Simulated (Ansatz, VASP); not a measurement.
## TaAl5B in VASP and in Ansatz

```
Ta Al B
1.0
     3.86482    0.00000    0.00000
     0.00000    3.86482    0.00000
     0.00000    0.00000    7.01845
Ta Al B
1 5 1
Cartesian
  0.0000 0.0000 0.0000
  0.0000 1.9324 4.8934
  1.9324 0.0000 4.8934
  0.0000 1.9324 2.1251
  1.9324 0.0000 2.1251
  1.9324 1.9324 0.0000
  0.0000 0.0000 3.5092
```

Alike in both runs: functional PBE; k mesh 4 × 4 × 3; occupations gaussian, width 0.2 eV; no spin polarisation.

Ansatz relaxed the structure, and its values are those at the end. VASP's run is a single point on that final structure, the one shown.

```csv
,VASP,Ansatz
version,VASP 6.6.1,Ansatz 0.2.0
potentials or method,"VASP PAW PBE potentials, release 64 (Ta_pv, Al, B), cutoff 500 eV","scalar-relativistic, plane waves, PAW"
valence electrons in the cell,29,31
```

VASP gave:

| Property | Result |
| --- | --- |
| gap on the k mesh at the Fermi level (eV) | none |
| pressure (GPa) | -0.2 |
| rms of the force components (eV/Å) | 0.018 |

Problem. Which values does Ansatz return?

Solution. gap on the k mesh at the Fermi level (eV): none; pressure (GPa): -0.2; rms of the force components (eV/Å): 0.020.

A gap of «none» marks a metal or a gap that the smearing closes. The functional is the same, so the differences come from potentials, cutoffs and numerics. VASP's potentials hold 29 valence electrons a cell and Ansatz's 31, so a difference there can come from the potentials and not from the codes.

The k mesh is coarse, so the values compare programs but aren't converged. Spin-orbit coupling is off throughout.
